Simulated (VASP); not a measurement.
# SiAs3 (Im-3m) in VASP: further runs, part 2 of 2

VASP 6.6.1. The steps go on from the part before.

### Step 3. Relaxation of cell and atoms, PBE

This run uses another cell than the first one, of 18.96 Å³/atom, 0.992 times its volume.

Input file INCAR:

```
  PREC = Accurate
  ENCUT = 600
  EDIFF = 1E-7
  ISMEAR = 0
  SIGMA = 0.1
  LREAL = False
  LASPH = True
  NELM = 80
  ALGO = Normal
  ISIF = 3
  LWAVE = False
  LCHARG = False
  GGA = PE
  IBRION = 2
  NSW = 100
  EDIFFG = -0.01
```

Input file KPOINTS:

```
Automatic mesh
0
Gamma
  12 12 12
```

Input file POSCAR:

```
SiAs3
1.0
   -2.6666443117      2.6666443117      2.6666443117
    2.6666443117     -2.6666443117      2.6666443117
    2.6666443117      2.6666443117     -2.6666443117
Si As
1 3
Direct
    0.0000000000      0.0000000000      0.0000000000
    0.0000000000      0.5000000000      0.5000000000
    0.5000000000      0.0000000000      0.5000000000
    0.5000000000      0.5000000000      0.0000000000
```

Potentials or basis: VASP PAW PBE potentials, release 64 (Si, As).

Started as:

```bash
$ cat potpaw_PBE.64/Si/POTCAR potpaw_PBE.64/As/POTCAR > POTCAR
$ mpirun -np 1 vasp_std > vasp.out
```

OUTCAR:

```text
PREC = Accurate
   ENCUT = 600
   EDIFF = 1E-7
   ISMEAR = 0
   LREAL = False
   LASPH = True
   NELM = 80
   ISIF = 3
   GGA = PE
   IBRION = 2
   NSW = 100
   EDIFFG = -0.01

 ion  position               nearest neighbor table
   1  0.000  0.000  0.000-   2 2.67   3 2.67   4 2.67   2 2.67   3 2.67   4 2.67
   2  0.000  0.500  0.500-   1 2.67   3 2.67   4 2.67   1 2.67   4 2.67   3 2.67
   3  0.500  0.000  0.500-   1 2.67   2 2.67   4 2.67   4 2.67   1 2.67   2 2.67
   4  0.500  0.500  0.000-   1 2.67   2 2.67   3 2.67   3 2.67   2 2.67   1 2.67

  LATTYP: Found a body centered cubic cell.
 ALAT       =     5.3332886234

  Lattice vectors:

 A1 = (  -2.6666443117,   2.6666443117,   2.6666443117)
 A2 = (   2.6666443117,  -2.6666443117,   2.6666443117)
 A3 = (   2.6666443117,   2.6666443117,  -2.6666443117)

Analysis of symmetry for initial positions (statically):
=====================================================================
 Subroutine PRICEL returns:
 Original cell was already a primitive cell.

 Routine SETGRP: Setting up the symmetry group for a
 body centered cubic supercell.

 Subroutine GETGRP returns: Found 48 space group operations
 (whereof 48 operations were pure point group operations)
 out of a pool of 48 trial point group operations.

The static configuration has the point symmetry O_h .

Analysis of symmetry for dynamics (positions and initial velocities):
[... 242 lines left out ...]

 Free energy of the ion-electron system (eV)
  ---------------------------------------------------
  ext. energy  EPLUGINS =         0.00000000
  ---------------------------------------------------
  free energy    TOTEN  =       -18.83563145 eV

  energy without entropy =      -18.82944171  energy(sigma->0) =      -18.83253658

 E-fermi :   6.3440     XC(G=0): -10.4128

 val. band max:        6.3331520335   @ k =  -0.4167  -0.4167   0.2500
 cond. band min:       6.3817670117   @ k =   0.3333   0.0833   0.0833
 fundamental gap:      0.0486149783
 Fermi energy:         6.3440016497

 k-point     1 :       0.0000    0.0000    0.0000
  band No.  band energies     occupation
      1      -8.3198      2.00000
      2      -2.1005      2.00000
      3      -2.1005      2.00000
      4       1.2782      2.00000
      5       2.0159      2.00000
      6       2.0159      2.00000
      7       2.0160      2.00000
      8       2.7233      2.00000
      9       2.7233      2.00000
     10       2.7233      2.00000
     11       8.6295      0.00000
     12       8.6295      0.00000
     13       8.6295      0.00000
[... 354 lines left out ...]
  band No.  band energies     occupation
      1      -6.3078      2.00000
      2      -5.5803      2.00000
      3      -3.5545      2.00000
      4      -1.6156      2.00000
      5       2.0962      2.00000
      6       2.7834      2.00000
      7       4.7450      2.00000
      8       5.3871      2.00000
      9       5.7764      2.00000
     10       5.8717      2.00000
     11       6.9014      0.00000
     12       7.9256      0.00000
     13       8.8435      0.00000

 [... further k-points ...]

------------------------ aborting loop because EDIFF is reached ----------------------------------------

  FORCE on cell =-STRESS in cart. coord.  units (eV):
  Direction    XX          YY          ZZ          XY          YZ          ZX
  --------------------------------------------------------------------------------------
  -------------------------------------------------------------------------------------
  Total        0.0030071      0.0030071      0.0030071     -0.0000000     -0.0000000      0.0000000
  in kB        0.0628806      0.0628806      0.0628806     -0.0000000     -0.0000000      0.0000000
  external PRESSURE =       0.0628806 kB  Pullay stress =       0.0000000 kB
[... 19 lines left out ...]
  FREE ENERGIE OF THE ION-ELECTRON SYSTEM (eV)
  ---------------------------------------------------
  free  energy   TOTEN  =       -18.8356314522 eV

  energy  without entropy=      -18.8294417099  energy(sigma->0) =      -18.83253658

 reached required accuracy - stopping structural energy minimisation
```

OSZICAR:

```text
N       E                     dE             d eps       ncg     rms          rms(c)
DAV:   1     0.712718822078E+02    0.71272E+02   -0.81066E+03  1872   0.132E+03
[... 23 lines left out ...]
DAV:   1    -0.188360528681E+02   -0.78542E-03   -0.13124E-02  1947   0.682E-01    0.108E-01
DAV:   2    -0.188357592271E+02    0.29364E-03   -0.48840E-04  2127   0.149E-01    0.575E-02
DAV:   3    -0.188356356398E+02    0.12359E-03   -0.26526E-04  2022   0.914E-02    0.126E-02
DAV:   4    -0.188356318707E+02    0.37691E-05   -0.13263E-05  2232   0.225E-02    0.699E-03
DAV:   5    -0.188356317149E+02    0.15578E-06   -0.13032E-06  2337   0.772E-03    0.490E-03
DAV:   6    -0.188356314416E+02    0.27332E-06   -0.75455E-08  1271   0.206E-03    0.485E-04
DAV:   7    -0.188356314522E+02   -0.10635E-07   -0.18837E-08  1136   0.843E-04
   3 F= -.18835631E+02 E0= -.18832537E+02  d E =-.200772E-02
```

CONTCAR:

```text
SiAs3
   1.00000000000000
    -2.6756402314998691    2.6756402314998691    2.6756402314998691
     2.6756402314998691   -2.6756402314998691    2.6756402314998691
     2.6756402314998691    2.6756402314998691   -2.6756402314998691
  Si              As
     1     3
Direct
     0.0000000000000000    0.0000000000000000    0.0000000000000000
     0.0000000000000000    0.5000000000000000    0.5000000000000000
     0.5000000000000000    0.0000000000000000    0.5000000000000000
     0.5000000000000000    0.5000000000000000    0.0000000000000000

  0.00000000E+00  0.00000000E+00  0.00000000E+00
  0.00000000E+00  0.00000000E+00  0.00000000E+00
  0.00000000E+00  0.00000000E+00  0.00000000E+00
  0.00000000E+00  0.00000000E+00  0.00000000E+00
```

Run time: 3.6 min. Hardware: 1 thread of Oxide Virtual Turin-like, shared host; peak memory 0.27 GiB.

What came out:

```yaml
Free_energy: -18.8356 eV
Relaxed_volume: 19.16 Å³/atom
Relaxed_cell: a = 4.634 Å, b = 4.634 Å, c = 4.634 Å, α = 109.47°, β = 109.47°, γ = 109.47°
Space_group_after_relaxing_to_0.05_Å: Im-3m (No. 229)
Energy_gained_by_relaxing: 0.5 meV/atom
Ionic_steps: 3
Pressure_after_relaxing: 0.0 GPa
```

Step by step:
| step | energy change (eV) | largest force (eV/Å) | pressure (GPa) | volume (Å³) |
| --- | --- | --- | --- | --- |
| 1 | 0.0000 | 0.0000 | 0.85 | 75.85 |
| 2 | -0.0016 | 0.0000 | -0.34 | 76.95 |
| 3 | -0.0020 | 0.0000 | 0.01 | 76.62 |

Final structure:
```yaml
crystal:
  lattice:
    - [-2.67564, 2.67564, 2.67564]
    - [2.67564, -2.67564, 2.67564]
    - [2.67564, 2.67564, -2.67564]
  atoms:
    - { symbol: Si, position: [0.00000, 0.00000, 0.00000] }
    - { symbol: As, position: [0.00000, 0.50000, 0.50000] }
    - { symbol: As, position: [0.50000, 0.00000, 0.50000] }
    - { symbol: As, position: [0.50000, 0.50000, 0.00000] }
```

Levels at points of the mesh, in eV from the Fermi level:
| k point | band 7 | band 8 | band 9 | band 10 | band 11 | band 12 | band 13 |
| --- | --- | --- | --- | --- | --- | --- | --- |
| (0.00, 0.00, 0.00) | -4.33 | -3.62 | -3.62 | -3.62 | 2.29 | 2.29 | 2.29 |
| (0.50, 0.00, 0.00) | -1.72 | -1.06 | -0.66 | -0.58 | 0.82 | 1.85 | 2.94 |
| (0.50, 0.50, 0.50) | -2.78 | -1.36 | -1.36 | -1.36 | 5.70 | 5.70 | 5.70 |
